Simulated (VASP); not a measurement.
# Al49N48 (a cell with a defect) in VASP: further runs

Al49N48 (a cell with a defect) is run at these levels: PBEsol; tasks: single point.

Everything below comes from runs of VASP 6.6.1. Logs are shortened: lines on timing, memory, paths and dates and some standing lists are left out, and cuts for length are marked.

## (1) The cell of the first run

The cell holds a defect, 97 atoms: a = 9.341 Å, b = 10.787 Å, c = 9.967 Å, α = 90.00°, β = 90.00°, γ = 90.00°.

## (2) Single point, PBEsol

The input, INCAR:

```
SYSTEM = Al49N48
PREC     = Accurate       ! precision mode
ENCUT    = 520            ! plane-wave cutoff, eV
EDIFF    = 1E-6           ! SCF threshold, eV
ISMEAR   = -1             ! smearing method
SIGMA    = 0.05           ! smearing width, eV
LREAL    = Auto         
LASPH    = .TRUE.         ! aspherical terms in the spheres
NELM     = 120            ! most SCF steps
ALGO     = Normal         ! electronic algorithm
ISIF     = 2              ! what is computed and relaxed
LWAVE    = .FALSE.        ! write WAVECAR
LCHARG   = .TRUE.         ! write CHGCAR
GGA      = PS             ! functional
LELF     = .TRUE.         ! ELF
LVHAR    = .TRUE.       
NBANDS   = 248            ! bands
NELECT   = 386.0        
ISYM     = -1           
GGA_COMPAT= .FALSE.
```

The input, KPOINTS:

```
explicit points
1
Reciprocal
  0.25000000   0.25000000   0.25000000 1
```

The input, POSCAR:

```
Al49N48
1.0
    9.3414480000      0.0000000000      0.0000000000
    0.0000000000     10.7865750000      0.0000000000
    0.0000000000      0.0000000000      9.9670570000
Al N
49 48
Direct
    0.1665580000      0.0839770000      0.2492290000
    0.1671320000      0.0857490000      0.7479040000
    0.0031280000      0.3326990000      0.2497110000
    0.0002170000      0.3332610000      0.7460210000
    0.4993490000      0.0804190000      0.2502670000
    0.4988220000      0.0806500000      0.7469760000
    0.3318240000      0.3315630000      0.2412930000
    0.3338190000      0.3331190000      0.7569570000
    0.1648200000      0.5835680000      0.2508720000
    0.1655860000      0.5829220000      0.7471230000
    0.0007900000      0.8336320000      0.2485110000
    0.0012040000      0.8340220000      0.7484990000
    0.8356450000      0.0812470000      0.2504880000
    0.8352190000      0.0787770000      0.7465020000
    0.6737410000      0.3253880000      0.2269110000
    0.6720730000      0.3120920000      0.7798050000
    0.4957630000      0.5916880000      0.2267530000
    0.4821910000      0.5968920000      0.7798670000
    0.3307490000      0.8351320000      0.2505100000
    0.3299120000      0.8362890000      0.7467660000
    0.8356050000      0.5846350000      0.2464500000
    0.8416130000      0.5876940000      0.7566700000
    0.6673380000      0.8357710000      0.2482510000
    0.6655580000      0.8315720000      0.7468190000
    0.0015570000      0.1664660000      0.4982520000
    0.9999810000      0.1667490000      0.9975370000
    0.3366210000      0.1699820000      0.4975240000
    0.3326920000      0.1637780000      0.0000960000
    0.1729730000      0.4170460000      0.4977320000
    0.1650970000      0.4167820000      0.9997700000
    0.0002020000      0.6669910000      0.4971690000
    0.0016860000      0.6675920000      0.0004790000
    0.6689240000      0.1649150000      0.4946130000
    0.6681830000      0.1544230000      0.0032630000
    0.5141830000      0.4230440000      0.4356820000
    0.4996100000      0.4158320000      0.9901780000
    0.3327560000      0.6684900000      0.4946080000
    0.3225180000      0.6732320000      0.0034120000
    0.1658970000      0.9193160000      0.4979370000
    0.1652030000      0.9186040000      0.9986190000
    0.8327210000      0.4127500000      0.4812670000
    0.8401180000      0.4171980000      0.0027850000
    0.6613190000      0.6664430000      0.4807820000
    0.6707600000      0.6712980000      0.0029740000
    0.4990510000      0.9165380000      0.4979980000
    0.4984900000      0.9152130000      0.9978330000
    0.8348080000      0.9149370000      0.4979980000
    0.8349050000      0.9155010000      0.9980730000
    0.6349610000      0.4834000000      0.6329440000
    0.9999270000      0.1673020000      0.1888770000
    0.9987360000      0.1673760000      0.6889530000
    0.3342180000      0.1640960000      0.1897780000
    0.3353240000      0.1695210000      0.6894440000
    0.1662460000      0.4180330000      0.1894880000
    0.1688820000      0.4162490000      0.6894420000
    0.0008870000      0.6676240000      0.1893670000
    0.0002670000      0.6671050000      0.6886140000
    0.6670990000      0.1554360000      0.1879030000
    0.6673660000      0.1632430000      0.6893330000
    0.5019170000      0.4169140000      0.1912970000
    0.5094510000      0.4209600000      0.7596430000
    0.3227420000      0.6717740000      0.1877790000
    0.3311020000      0.6680430000      0.6893850000
    0.1655370000      0.9185640000      0.1892330000
    0.1648750000      0.9193800000      0.6886020000
    0.8401010000      0.4186420000      0.1897040000
    0.8206530000      0.4169420000      0.6915550000
    0.6717620000      0.6701640000      0.1895650000
    0.6600320000      0.6559010000      0.6918180000
    0.4986280000      0.9145280000      0.1887860000
    0.4996120000      0.9140250000      0.6886550000
    0.8347730000      0.9160430000      0.1885840000
    0.8326070000      0.9121720000      0.6885270000
    0.1688120000      0.0858310000      0.4400030000
    0.1659060000      0.0837510000      0.9382450000
    0.0051300000      0.3334220000      0.4409760000
    0.0002040000      0.3335820000      0.9361020000
    0.5006790000      0.0823710000      0.4408880000
    0.4992770000      0.0815410000      0.9373530000
    0.3385610000      0.3353270000      0.4339480000
    0.3284830000      0.3301500000      0.9478050000
    0.1660970000      0.5834960000      0.4413220000
    0.1652860000      0.5827520000      0.9372020000
    0.0011070000      0.8331390000      0.4392690000
    0.0006860000      0.8323870000      0.9387230000
    0.8367620000      0.0805580000      0.4412070000
    0.8356480000      0.0805910000      0.9366460000
    0.6793120000      0.3189740000      0.4130940000
    0.6747490000      0.3250870000      0.9632540000
    0.4911410000      0.5983700000      0.4128230000
    0.4961950000      0.5928690000      0.9632770000
    0.3311720000      0.8360680000      0.4409260000
    0.3307200000      0.8355370000      0.9368910000
    0.8350900000      0.5841450000      0.4366930000
    0.8337490000      0.5835420000      0.9422940000
    0.6670230000      0.8350240000      0.4394780000
    0.6670290000      0.8337310000      0.9370340000
```

Potentials or basis: VASP PAW PBE potentials, release 64 (Al, N).

On the command line:

```bash
> cat potpaw_PBE.64/Al/POTCAR potpaw_PBE.64/N/POTCAR > POTCAR
> mpirun -np 1 vasp_std > vasp.out
```

OUTCAR:

```text
SYSTEM = Al49N48
   PREC = Accurate
   ENCUT = 520
   EDIFF = 1E-6
   ISMEAR = -1
   LREAL = Auto
   LASPH = .TRUE.
   NELM = 120
   ISIF = 2
   GGA = PS
   NELECT = 386.0
   ISYM = -1

 ion  position               nearest neighbor table
   1  0.167  0.084  0.249-  64 1.88  52 1.88  50 1.90  74 1.90  39 3.05  28 3.05  25 3.05  40 3.07
                            27 3.08  26 3.08   7 3.09   3 3.09  13 3.09  19 3.09   5 3.11  11 3.11
   2  0.167  0.086  0.748-  65 1.89  51 1.90  75 1.90  53 1.90  25 3.06  26 3.06  28 3.07  39 3.07
                            40 3.08   8 3.09  20 3.09   4 3.09  27 3.09   6 3.10  14 3.10  12 3.13
   3  0.003  0.333  0.250-  54 1.88  66 1.88  50 1.88  76 1.91  41 2.93  42 3.03  30 3.05  25 3.06
                             7 3.07  29 3.08  26 3.09  15 3.09   1 3.09   9 3.10  13 3.13  21 3.14
   4  0.000  0.333  0.746-  51 1.88  77 1.89  55 1.90  67 1.98  25 3.06  26 3.08  29 3.09   2 3.09
                            16 3.09  30 3.10  42 3.10  10 3.10   8 3.12  22 3.12  14 3.15  41 3.19
   5  0.499  0.080  0.250-  58 1.87  52 1.89  70 1.89  78 1.90  34 3.03  45 3.04  33 3.04  27 3.05
                            23 3.07  28 3.07  19 3.08  46 3.08   1 3.11  15 3.11   7 3.13  13 3.14
   6  0.499  0.081  0.747-  71 1.89  53 1.89  79 1.90  59 1.90  16 2.99  45 3.05  27 3.07  46 3.07
                            20 3.07  28 3.09   2 3.10  24 3.11  34 3.11  33 3.11   8 3.13  14 3.14
   7  0.332  0.332  0.241-  52 1.88  54 1.88  60 1.90  80 1.92  35 2.76  28 3.01  30 3.01   3 3.07
                             1 3.09  36 3.09  27 3.09  29 3.10   5 3.13   9 3.14  15 3.20  17 3.20
   8  0.334  0.333  0.757-  53 1.89  61 1.89  81 1.90  55 1.91  36 2.93  30 3.03  28 3.03   2 3.09
                             4 3.12  10 3.12  29 3.12  27 3.13   6 3.13  18 3.17  16 3.18
   9  0.165  0.584  0.251-  62 1.86  56 1.88  54 1.89  82 1.90  38 3.03  31 3.03  37 3.03  29 3.05
                            32 3.06  21 3.08  30 3.08   3 3.10  17 3.10  11 3.10  19 3.13   7 3.14
  10  0.166  0.583  0.747-  57 1.88  55 1.89  63 1.89  83 1.89  18 2.98  22 3.03  29 3.06  31 3.07
                            30 3.09  32 3.09  38 3.10  37 3.10   4 3.10  12 3.11   8 3.12  20 3.13
  11  0.001  0.834  0.249-  72 1.88  56 1.89  64 1.89  84 1.90  32 3.05  47 3.06  31 3.06  40 3.07
                            48 3.07  39 3.07  19 3.08  13 3.08  21 3.10   9 3.10   1 3.11  23 3.12
  12  0.001  0.834  0.748-  65 1.88  73 1.88  85 1.90  57 1.90  22 3.05  48 3.06  14 3.06  40 3.06
                            47 3.07  20 3.07  39 3.07  31 3.09  32 3.09  10 3.11   2 3.13  24 3.14
  13  0.836  0.081  0.250-  58 1.87  72 1.89  50 1.90  86 1.90  34 3.02  33 3.03  15 3.05  47 3.05
                            25 3.06  23 3.08  11 3.08  48 3.09   1 3.09  26 3.09   3 3.13   5 3.14
  14  0.835  0.079  0.747-  73 1.89  51 1.89  87 1.90  59 1.90  16 2.96  47 3.04  12 3.06  48 3.06
                            25 3.07  26 3.09  33 3.10   2 3.10  24 3.10  34 3.11   6 3.14   4 3.15
  15  0.674  0.325  0.227-  88 1.86  58 1.88  66 1.89  60 1.92  35 2.77  34 2.89  42 2.90  36 3.03
                            13 3.05  41 3.09   3 3.09   5 3.11  33 3.18  21 3.18   7 3.20  17 3.32
  16  0.672  0.312  0.780-  89 1.83  59 1.84  61 1.93  67 1.99  49 2.38  34 2.80  36 2.87  42 2.95
                            14 2.96   6 2.99   4 3.09   8 3.18  33 3.26
  17  0.496  0.592  0.227-  90 1.86  62 1.87  68 1.89  60 1.92  35 2.77  38 2.89  44 2.90  36 3.03
                            19 3.05  43 3.07  23 3.09   9 3.10  21 3.18  37 3.18   7 3.20  15 3.32
  18  0.482  0.597  0.780-  91 1.83  63 1.84  61 1.93  69 1.98  49 2.38  38 2.80  36 2.87  44 2.95
                            20 2.97  10 2.98  24 3.07   8 3.17  37 3.26
  19  0.331  0.835  0.251-  62 1.87  64 1.89  70 1.89  92 1.90  38 3.02  37 3.02  39 3.05  45 3.05
                            17 3.05   5 3.08  11 3.08  40 3.08  46 3.09   1 3.09   9 3.13  23 3.14
  20  0.330  0.836  0.747-  65 1.88  71 1.88  93 1.90  63 1.90  18 2.97  39 3.05  45 3.06  12 3.07
[... 4 lines left out ...]
                            44 3.06  42 3.07  31 3.10  24 3.10   4 3.12  41 3.33  43 3.33
  23  0.667  0.836  0.248-  68 1.88  72 1.88  70 1.89  96 1.91  43 2.95  44 3.02  47 3.06  48 3.07
[... 361 lines left out ...]
   EFERMI =   0.00;   METHOD = LEGACY
   ISMEAR =    -1;   SIGMA  =   0.05  broadening in eV -4-tet -1-fermi 0-gaus
   EFERMI_NEDOS =   21; number of points for ismear=-14 and -15
   IALGO  =     38    algorithm
   IMIX   =      4    mixing-type and parameters
     AMIX     =   0.40;   BMIX     =  1.00
     AMIX_MAG =   1.60;   BMIX_MAG =  1.00
  volume/ion in A,a.u.               =      10.35        69.87
  Fermi-wavevector in a.u.,A,eV,Ry     =   1.190280  2.249302 19.276269  1.416766
  Thomas-Fermi vector in A             =   2.326368
   LORBIT       =      0    0 simple, 1 ext, 2 COOP (PROOUT), +10 PAW based schemes
   GGA     = PS    functional components
   LHFCALC =     F    Hartree Fock is set to
   AEXX    =    0.0000 exact exchange contribution
   IVDW    =     0    specifies the selected vdW correction
   LEPSILON=     F    determine dielectric tensor
   LRPA    =     F    only Hartree local field effects (RPA)
 non-spin polarized calculation
  energy-cutoff  :      520.00
  volume of cell :     1004.30
 maximum number of plane-waves:     27045
 NGX is ok and might be reduce to    70
   NGX = 35   NGY = 41   NGZ = 37

 number of electron     385.9999994 magnetization

 Free energy of the ion-electron system (eV)
  ---------------------------------------------------
  ext. energy  EPLUGINS =         0.00000000
  ---------------------------------------------------
  free energy    TOTEN  =      -756.72299988 eV

  energy without entropy =     -756.72299986  energy(sigma->0) =     -756.72299987

 E-fermi :   9.7799     XC(G=0): -11.1414

 val. band max:        8.8228343403   @ k =   0.2500   0.2500   0.2500
 cond. band min:      10.7384701900   @ k =   0.2500   0.2500   0.2500
 fundamental gap:      1.9156358497
 Fermi energy:         9.7798644986

 k-point     1 :       0.2500    0.2500    0.2500
  band No.  band energies     occupation
      1      -9.0250      2.00000
      2      -8.5671      2.00000
      3      -8.4501      2.00000
      4      -8.4167      2.00000
      5      -8.0887      2.00000
      6      -8.0443      2.00000
[... 197 lines left out ...]
    204      11.8541      0.00000
    205      11.8784      0.00000
 [bands above 205 left out]

------------------------ aborting loop because EDIFF is reached ----------------------------------------

  FORCE on cell =-STRESS in cart. coord.  units (eV):
  Direction    XX          YY          ZZ          XY          YZ          ZX
  --------------------------------------------------------------------------------------
  -------------------------------------------------------------------------------------
  Total        2.7381360      6.8910717     20.8766400     -3.2877802     -1.0996211     -1.8884724
  in kB        4.3681836     10.9934154     33.3047727     -5.2450381     -1.7542397     -3.0127044
  external PRESSURE =      16.2221239 kB  Pullay stress =       0.0000000 kB

 VOLUME and BASIS-vectors are now :
 -----------------------------------------------------------------------------
  energy-cutoff  :      520.00
  volume of cell :     1004.30
      direct lattice vectors                 reciprocal lattice vectors
     9.341448000  0.000000000  0.000000000     0.107049785  0.000000000  0.000000000
     0.000000000 10.786575000  0.000000000     0.000000000  0.092707834  0.000000000
     0.000000000  0.000000000  9.967057000     0.000000000  0.000000000  0.100330519

 POSITION                                       TOTAL-FORCE (eV/Angst)
 -----------------------------------------------------------------------------------
      1.55589      0.90582      2.48408         0.004250      0.003782      0.003699
      1.56125      0.92494      7.45440        -0.001261      0.004250     -0.005328
      0.02922      3.58868      2.48888        -0.006383      0.006898      0.012563
      0.00203      3.59474      7.43563        -0.006777      0.007853     -0.012814
      4.66464      0.86745      2.49443         0.003753      0.003366      0.004820
      4.65972      0.86994      7.44515         0.001484      0.002282     -0.006888
[... 89 lines left out ...]
      6.23096      9.00705      4.38030        -0.002186      0.005583     -0.003157
      6.23102      8.99310      9.33947        -0.000617     -0.001249      0.006676
 -----------------------------------------------------------------------------------
    total drift:                               -0.001683     -0.015416     -0.019817

  FREE ENERGIE OF THE ION-ELECTRON SYSTEM (eV)
  ---------------------------------------------------
  free  energy   TOTEN  =      -756.7229998817 eV

  energy  without entropy=     -756.7229998620  energy(sigma->0) =     -756.72299987
```

It took 15 min on 1 thread of Intel Xeon 8259CL, shared host; peak memory 0.92 GiB.

Results:

```yaml
Free_energy: -756.7230 eV
Largest_force: 0.034 eV/Å
```

Forces on the atoms (eV/Å):
```
Al   0.004  0.004  0.004
Al  -0.001  0.004 -0.005
Al  -0.006  0.007  0.013
Al  -0.007  0.008 -0.013
Al   0.004  0.003  0.005
Al   0.001  0.002 -0.007
Al  -0.007  0.000  0.008
Al  -0.001  0.011 -0.012
Al   0.003  0.008  0.009
Al   0.005 -0.003 -0.016
Al   0.001 -0.001  0.006
Al  -0.004  0.003 -0.004
Al   0.001  0.004  0.009
Al   0.002 -0.003 -0.011
Al   0.001  0.007 -0.002
Al   0.001 -0.002 -0.030
Al   0.010 -0.007  0.001
Al   0.003  0.002 -0.026
Al  -0.002 -0.001  0.010
Al   0.003 -0.002 -0.005
Al  -0.001 -0.002  0.012
Al  -0.015 -0.005 -0.013
Al  -0.002  0.003  0.011
Al   0.002 -0.009 -0.016
Al  -0.006  0.000  0.001
Al  -0.002  0.001 -0.001
Al   0.006  0.003 -0.006
Al  -0.002  0.003 -0.002
Al   0.000 -0.002 -0.001
Al   0.004 -0.008 -0.002
Al  -0.007 -0.003  0.001
Al  -0.004 -0.001  0.002
Al  -0.003  0.000  0.010
Al   0.004 -0.001 -0.012
Al  -0.021 -0.014 -0.014
Al   0.001  0.002 -0.017
Al  -0.007 -0.005  0.012
Al   0.005  0.001 -0.012
Al  -0.001 -0.002  0.000
Al   0.001 -0.003 -0.005
Al   0.001  0.007  0.006
Al   0.002 -0.003  0.000
Al   0.003  0.001 -0.003
Al  -0.001  0.001 -0.005
Al   0.003 -0.011  0.002
Al   0.004 -0.003 -0.002
Al  -0.003 -0.008  0.003
Al  -0.002 -0.007 -0.001
Al   0.013  0.013  0.022
N   -0.002  0.001  0.003
N   -0.002 -0.004 -0.007
N    0.004 -0.003  0.004
N    0.001  0.002 -0.005
N   -0.001  0.003  0.004
N    0.009  0.006 -0.005
N    0.001  0.002  0.005
N    0.008  0.007 -0.012
N   -0.002 -0.002  0.011
N   -0.001  0.000 -0.008
N    0.005  0.003  0.004
N   -0.005 -0.004 -0.012
N   -0.002 -0.002  0.014
N    0.002  0.001 -0.009
N   -0.001  0.000  0.004
N   -0.001  0.002 -0.005
N   -0.003  0.002  0.005
N    0.000 -0.009 -0.003
N   -0.001 -0.003  0.006
N   -0.007  0.001  0.000
N    0.001 -0.002  0.004
N   -0.003 -0.002 -0.006
N   -0.002 -0.002  0.001
N    0.005 -0.001 -0.006
N   -0.003  0.003 -0.002
N    0.003  0.002  0.003
N    0.008 -0.006 -0.007
N   -0.002  0.001  0.008
N   -0.004  0.004 -0.003
N    0.001  0.005  0.006
N    0.008  0.008  0.001
N   -0.002 -0.001  0.006
N    0.004 -0.004 -0.004
N    0.001 -0.004  0.006
N    0.003  0.000 -0.001
N    0.000 -0.002  0.004
N    0.007  0.002 -0.004
N   -0.001  0.004  0.008
N   -0.013  0.015  0.003
N    0.004 -0.005  0.031
N    0.006 -0.021  0.008
N   -0.002  0.006  0.033
N    0.003  0.003 -0.004
N    0.001 -0.001  0.006
N    0.006  0.004 -0.011
N   -0.006 -0.005  0.019
N   -0.002  0.006 -0.003
N   -0.001 -0.001  0.007
```

Levels at points of the mesh, in eV from the Fermi level:
```
           k point  band 191  band 192  band 193  band 194  band 195  band 196
(0.25, 0.25, 0.25)     -3.82     -3.72     -0.96      0.96      1.13      1.26
```

Caveat: the cell carries a net charge on a neutralising background, which shifts energy and pressure; the cell is charged against a uniform background, so pressure and absolute levels hang on convention; the PAW data sets were made with another functional, which shifts forces and pressure a little.

(Continued in part 2 of 2.)
